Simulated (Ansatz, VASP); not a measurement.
One calculation of Sb, two programs

```
Sb
1.0
    -1.53452    1.53452    2.52864
     1.53452   -1.53452    2.52864
     1.53452    1.53452   -2.52864
Sb
1
Direct
  0.00000 0.00000 0.00000
```

Change from the starting cell: volume scaled by 1.06, crystal datasets.

Alike in both runs: task electric field gradients; functional PBE; k mesh 19 × 19 × 19; occupations fermi-dirac, width 0.05 eV; no spin polarisation.

|  | VASP | Ansatz |
| --- | --- | --- |
| version | VASP 6.6.1 | Ansatz 0.2.0 |
| potentials or method | VASP PAW PBE potentials, release 64 (Sb), cutoff 520 eV | all-electron PAW with datasets made for the crystal, scalar-relativistic |

Ansatz gave:

* pressure (GPa): 12.1
* traceless stress, the component that is largest in VASP (GPa): -0.74
* size of Vzz on the site where it differs most (V/Å²): 40.8

Which values does VASP return?

Pressure (GPa): 12.0; traceless stress, the component that is largest in VASP (GPa): -0.80; size of Vzz on the site where it differs most (V/Å²): 39.5.

Ansatz ran all-electron here, and VASP with PAW potentials.

Neither program's run includes spin-orbit coupling.
